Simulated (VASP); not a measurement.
**ZrZnBr6: single point with PBE**

Crystal: ZrZnBr6.

```xyz
8
Lattice="0.0000 5.3514 5.3514 5.3514 0.0000 5.3514 5.3514 5.3514 0.0000" Properties=species:S:1:pos:R:3 pbc="T T T"
Zr    0.0000    0.0000    0.0000
Zn    5.3514    5.3514    5.3514
Br    8.0753    5.3514    5.3514
Br    5.3514    5.3514    2.6274
Br    2.6274    5.3514    5.3514
Br    5.3514    2.6274    5.3514
Br    5.3514    8.0753    5.3514
Br    5.3514    5.3514    8.0753
```

The cell was generated, and may not be a known phase.

| Quantity | Value |
| --- | --- |
| Program | VASP 6.6.1 |
| Task | single point |
| Functional | PBE |
| Potentials or basis | VASP PAW PBE potentials, release 64 (Zr_sv, Zn, Br) |
| Cutoff | 520 eV |
| k mesh | 4 × 4 × 4 |
| Occupations | gaussian, width 0.1 eV |
| Spin | no spin polarisation |
| Dipole correction | no |
| Further INCAR settings | ALGO = Normal; EDIFF = 1e-06; NBANDS = 43 |

```json
{
  "Pressure": "-0.8 GPa",
  "Largest force": "0.358 eV/Å",
  "Band gap on the k mesh": "1.09 eV (least direct gap 1.10 eV)"
}
```

Forces in eV/Å, atoms in the order of the input:
```
Zr   0.000  0.000  0.000
Zn   0.000  0.000  0.000
Br  -0.358  0.000  0.000
Br   0.000  0.000  0.358
Br   0.358  0.000  0.000
Br   0.000  0.358  0.000
Br   0.000 -0.358  0.000
Br   0.000  0.000 -0.358
```

Levels at points of the mesh, in eV from the valence-band top:
```csv
k point,band 31,band 32,band 33,band 34,band 35,band 36
"(0.00, 0.00, 0.00)",0.00,0.00,0.00,1.42,2.34,2.34
"(0.50, 0.00, 0.00)",-0.46,-0.46,-0.33,2.42,2.58,2.58
"(0.50, 0.50, 0.00)",-0.65,-0.65,-0.01,1.09,2.35,2.85
```

It took 4.7 min on 1 thread of Oxide Virtual Turin-like Processor, with other jobs on the host, peak memory 0.44 GiB.

A k mesh can miss the band edges.
